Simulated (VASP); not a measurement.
# H2 in VASP: notebook, part 2 of 2

VASP 6.6.1. Earlier steps stand in the parts before.

## Step 3: Single point, PBE

INCAR reads:

```
SYSTEM = H
PREC     = Accurate       ! precision mode
ENCUT    = 520            ! plane-wave cutoff, eV
EDIFF    = 1E-6           ! SCF threshold, eV
ISMEAR   = -1             ! smearing method
SIGMA    = 0.01           ! smearing width, eV
LREAL    = .False.        ! projectors in reciprocal space
LASPH    = .True.         ! aspherical terms in the spheres
NELM     = 60             ! most SCF steps
ALGO     = Normal         ! electronic algorithm
ISIF     = 2              ! what is computed and relaxed
LWAVE    = .False.        ! write WAVECAR
LCHARG   = .False.        ! write CHGCAR
GGA      = PE             ! functional
NBANDS   = 8              ! bands
```

KPOINTS reads:

```
regular mesh
0
Gamma
  1 1 1
  0 0 0
```

POSCAR reads:

```
H
1.0
   12.0000000000      0.0000000000      0.0000000000
    0.0000000000     12.3000000000      0.0000000000
    0.0000000000      0.0000000000     12.6000000000
H
2
Direct
    0.5000000000      0.5000000000      0.4702380952
    0.5000000000      0.5000000000      0.5297619048
```

Potentials or basis: VASP PAW PBE potentials, release 64 (H).

Command:

```sh
$ cat potpaw_PBE.64/H/POTCAR > POTCAR
$ mpirun -np 1 vasp_gam > vasp.out
```

Wall time 3.5 min (1 thread of AMD EPYC 7R13, shared host); peak memory 1.1 GiB.

Results (log left out):

```yaml
Free_energy: -6.7724 eV
Gap_between_the_frontier_levels: 10.21 eV
```

Forces on the atoms (eV/Å):
```
H    0.000  0.000  0.003
H    0.000  0.000 -0.003
```

Levels at points of the mesh, in eV from the valence-band top:
| k point | band 1 | band 2 | band 3 | band 4 |
| --- | --- | --- | --- | --- |
| (0.00, 0.00, 0.00) | 0.00 | 10.21 | 10.58 | 11.02 |

## Step 4: Single point, PBE

INCAR reads:

```
PREC = Accurate
ENCUT = 520
EDIFF = 1E-7
ISMEAR = -1
SIGMA = 0.01
LREAL = F
LASPH = T
NELM = 60
ALGO = Normal
ISIF = 2
LWAVE = F
LCHARG = F
GGA = PE
NBANDS = 8
```

KPOINTS reads:

```
regular mesh
0
Gamma
  1 1 1
```

POSCAR is that of step 3.

Potentials or basis: VASP PAW PBE potentials, release 64 (H).

Command:

```sh
$ cat potpaw_PBE.64/H/POTCAR > POTCAR
$ mpirun -np 1 vasp_gam > vasp.out
```

OUTCAR:

```text
PREC = Accurate
   ENCUT = 520
   EDIFF = 1E-7
   ISMEAR = -1
   LREAL = F
   LASPH = T
   NELM = 60
   ISIF = 2
   GGA = PE

 ion  position               nearest neighbor table
   1  0.500  0.500  0.470-   2 0.75
   2  0.500  0.500  0.530-   1 0.75

  LATTYP: Found a simple orthorhombic cell.
 ALAT       =    12.0000000000
 B/A-ratio  =     1.0250000000
 C/A-ratio  =     1.0500000000

  Lattice vectors:

 A1 = (  12.0000000000,   0.0000000000,   0.0000000000)
 A2 = (   0.0000000000,  12.3000000000,   0.0000000000)
 A3 = (   0.0000000000,   0.0000000000,  12.6000000000)

Analysis of symmetry for initial positions (statically):
=====================================================================
 Subroutine PRICEL returns:
 Original cell was already a primitive cell.

 Routine SETGRP: Setting up the symmetry group for a
 simple orthorhombic supercell.

 Subroutine GETGRP returns: Found  8 space group operations
 (whereof  8 operations were pure point group operations)
 out of a pool of  8 trial point group operations.
[... 133 lines left out ...]
  ext. energy  EPLUGINS =         0.00000000
  ---------------------------------------------------
  free energy    TOTEN  =        -6.77237612 eV

  energy without entropy =       -6.77237612  energy(sigma->0) =       -6.77237612

 E-fermi : -10.0560     XC(G=0):  -0.2077

 val. band max:      -10.3200149260   @ k =   0.0000   0.0000   0.0000
 cond. band min:      -0.1046943149   @ k =   0.0000   0.0000   0.0000
 fundamental gap:     10.2153206111
 Fermi energy:       -10.0559615301

 k-point     1 :       0.0000    0.0000    0.0000
  band No.  band energies     occupation
      1     -10.3200      2.00000
      2      -0.1047      0.00000
      3       0.2610      0.00000
      4       0.6980      0.00000
      5       0.7320      0.00000
      6       0.8232      0.00000
      7       0.9274      0.00000
      8       0.9827      0.00000

------------------------ aborting loop because EDIFF is reached ----------------------------------------

  FORCE on cell =-STRESS in cart. coord.  units (eV):
  Direction    XX          YY          ZZ          XY          YZ          ZX
  --------------------------------------------------------------------------------------
  -------------------------------------------------------------------------------------
  Total       -0.0274076     -0.0277481     -0.0367338     -0.0000000      0.0000000      0.0000000
  in kB       -0.0236116     -0.0239049     -0.0316461     -0.0000000      0.0000000      0.0000000
  external PRESSURE =      -0.0263875 kB  Pullay stress =       0.0000000 kB

 VOLUME and BASIS-vectors are now :
 -----------------------------------------------------------------------------
  energy-cutoff  :      520.00
  volume of cell :     1859.76
      direct lattice vectors                 reciprocal lattice vectors
    12.000000000  0.000000000  0.000000000     0.083333333  0.000000000  0.000000000
     0.000000000 12.300000000  0.000000000     0.000000000  0.081300813  0.000000000
     0.000000000  0.000000000 12.600000000     0.000000000  0.000000000  0.079365079

 POSITION                                       TOTAL-FORCE (eV/Angst)
 -----------------------------------------------------------------------------------
      6.00000      6.15000      5.92500         0.000000      0.000000      0.002919
      6.00000      6.15000      6.67500         0.000000     -0.000000     -0.002919
 -----------------------------------------------------------------------------------
    total drift:                                0.000000     -0.000000      0.000000

  FREE ENERGIE OF THE ION-ELECTRON SYSTEM (eV)
  ---------------------------------------------------
  free  energy   TOTEN  =        -6.7723761189 eV

  energy  without entropy=       -6.7723761189  energy(sigma->0) =       -6.77237612
```

stdout:

```text
POSCAR found type information on POSCAR H
 POSCAR found :  1 types and       2 ions
 scaLAPACK will be used
 LDA part: xc-table for (Slater+PW92), standard interpolation
 POSCAR, INCAR and KPOINTS ok, starting setup
 FFT: planning ... GRIDC
 FFT: planning ... GRID_SOFT
 FFT: planning ... GRID
 WAVECAR not read
 entering main loop
```

Run time: 3.7 min. Hardware: 1 thread of AMD EPYC 7R13, shared host; peak memory 1.2 GiB.

What came out:

| Quantity | Value |
| --- | --- |
| Free energy | -6.7724 eV |
| Gap between the frontier levels | 10.22 eV |

Forces on the atoms (eV/Å):
```
H    0.000  0.000  0.003
H    0.000  0.000 -0.003
```

Levels at points of the mesh, in eV from the valence-band top:
```tsv
k point	band 1	band 2	band 3	band 4	band 5	band 6
(0.00, 0.00, 0.00)	0.00	10.22	10.58	11.02	11.05	11.14
```

## Step 5: Relaxation of the atoms, PBE

INCAR reads:

```
ALGO     = Normal         # electronic algorithm
EDIFF    = 1E-6           # SCF threshold, eV
EDIFFG   = -0.01          # ionic threshold
ENCUT    = 520            # plane-wave cutoff, eV
GGA      = PE             # functional
IBRION   = 2              # ionic algorithm
ISIF     = 2              # what is computed and relaxed
ISMEAR   = -1             # smearing method
LASPH    = T              # aspherical terms in the spheres
LCHARG   = F              # write CHGCAR
LREAL    = F              # projectors in reciprocal space
LWAVE    = F              # write WAVECAR
NELM     = 80             # most SCF steps
NSW      = 80             # ionic steps
PREC     = Accurate       # precision mode
SIGMA    = 0.01           # smearing width, eV
```

KPOINTS reads:

```
k-points
0
Gamma
  1 1 1
```

POSCAR is that of step 4.

Command:

```sh
$ cat potpaw_PBE.64/H/POTCAR > POTCAR
$ mpirun -np 1 vasp_gam > vasp.out
```

It took 3.3 min on 1 thread of AMD EPYC 7R13, shared host; peak memory 1.1 GiB.

Results (log left out):

- Free energy: -6.7724 eV
- Gap between the frontier levels: 10.21 eV

Forces in eV/Å, atoms in the order of the input:
```
H    0.000  0.000  0.003
H    0.000  0.000 -0.003
```

Final structure:
```yaml
crystal:
  lattice:
    - [12.00000, 0.00000, 0.00000]
    - [0.00000, 12.30000, 0.00000]
    - [0.00000, 0.00000, 12.60000]
  atoms:
    - { symbol: H, position: [0.50000, 0.50000, 0.47024] }
    - { symbol: H, position: [0.50000, 0.50000, 0.52976] }
```

Levels at points of the mesh, in eV from the valence-band top:
| k point | band 1 | band 2 | band 3 | band 4 |
| --- | --- | --- | --- | --- |
| (0.00, 0.00, 0.00) | 0.00 | 10.21 | 10.58 | 11.02 |

Caveat: the relaxation stopped at its first step, so nothing moved.

## Step 6: Single point, PBE, non-collinear spin, zero start, spin-orbit coupling

INCAR reads:

```
PREC = Accurate
ENCUT = 520
EDIFF = 1E-6
ISMEAR = -1
SIGMA = 0.01
LREAL = F
LASPH = T
NELM = 150
ALGO = Normal
ISIF = 2
LWAVE = F
LCHARG = T
MAGMOM = 0 0 0 0 0 0
LORBIT = 11
LSORBIT = T
GGA_COMPAT = F
LORBMOM = T
GGA = PE
LVHAR = T
NBANDS = 14
```

KPOINTS reads:

```
Automatic mesh
0
Gamma
  1 1 1
```

POSCAR is that of step 5.

Potentials or basis: VASP PAW PBE potentials, release 64 (H).

Command:

```sh
$ cat potpaw_PBE.64/H/POTCAR > POTCAR
$ mpirun -np 1 vasp_ncl > vasp.out
```

Run time: 23 min. Hardware: 1 thread of AMD EPYC 7R13, shared host; peak memory 4 GiB.

It converged, with:

| Item | Value |
| --- | --- |
| Free energy | -6.7724 eV |
| Net moment | 0.00 μB per cell |
| Valence electrons inside the program's atomic spheres | H 0.64 |

Forces in eV/Å, atoms in the order of the input:
```
H    0.000  0.000  0.003
H    0.000  0.000 -0.003
```

Moments on the atoms (μB; x, y, z):
```
H   0.00 0.00 0.00
H   0.00 0.00 0.00
```

## Step 7: Single point, PBE

INCAR reads:

```
SYSTEM = H
PREC     = Accurate       ! precision mode
ENCUT    = 400            ! plane-wave cutoff, eV
EDIFF    = 1E-6           ! SCF threshold, eV
ISMEAR   = -1             ! smearing method
SIGMA    = 0.01           ! smearing width, eV
LREAL    = .FALSE.        ! projectors in reciprocal space
LASPH    = .TRUE.         ! aspherical terms in the spheres
NELM     = 120            ! most SCF steps
ALGO     = Normal         ! electronic algorithm
ISIF     = 2              ! what is computed and relaxed
LWAVE    = .FALSE.        ! write WAVECAR
LCHARG   = .TRUE.         ! write CHGCAR
GGA      = PE             ! functional
LELF     = .TRUE.         ! ELF
LVHAR    = .TRUE.       
NBANDS   = 8              ! bands
GGA_COMPAT= .FALSE.      
NELMDL   = -8
```

KPOINTS reads:

```
Automatic mesh
0
G
  1 1 1
  0 0 0
```

POSCAR reads:

```
H
1.0
   12.0000000000      0.0000000000      0.0000000000
    0.0000000000     12.3000000000      0.0000000000
    0.0000000000      0.0000000000     12.6000000000
H
2
Direct
    0.5000000000      0.5000000000      0.4702117034
    0.5000000000      0.5000000000      0.5297882966
```

Command:

```sh
$ cat potpaw_PBE.64/H/POTCAR > POTCAR
$ mpirun -np 1 vasp_gam > vasp.out
```

It took 1.7 min on 1 thread of AMD EPYC 7R43 (Zen 3), shared host; peak memory 0.74 GiB.

It converged, with:

* Free energy: -6.7602 eV
* Gap between the frontier levels: 10.20 eV

Levels at points of the mesh, in eV from the valence-band top:
| k point | band 1 | band 2 | band 3 | band 4 | band 5 | band 6 |
| --- | --- | --- | --- | --- | --- | --- |
| (0.00, 0.00, 0.00) | 0.00 | 10.20 | 10.57 | 11.01 | 11.04 | 11.13 |

## Step 8: The runs side by side

| task | level | spin | cell | cutoff (eV) | grid for exact exchange (PRECFOCK) | gap on the mesh (eV) |
| --- | --- | --- | --- | --- | --- | --- |
| single point | PBE0 | off | as given | 520 | Normal | 11.85 |
| single point | PBE | off | as given | 520 | - | 10.22 |
| relaxation of the atoms | PBE | off | atoms relaxed | 520 | - | 10.21 |
| single point | PBE | non-collinear, zero start, SOC | as given | 520 | - | - |
| single point | PBE | off | as given | 400 | - | 10.20 |

Alike in all rows: potentials or basis VASP PAW PBE potentials, release 64 (H); k mesh 1 × 1 × 1; smearing fermi-dirac 0.01 eV.

On the cell as given the gap runs from 10.20 eV (PBE) to 11.85 eV (PBE0).

Caveats: the PAW data sets were made with another functional, which shifts forces and pressure a little (some runs); the relaxation stopped at its first step, so nothing moved (some runs).

Absolute energies hang on the potentials; compare differences alone.
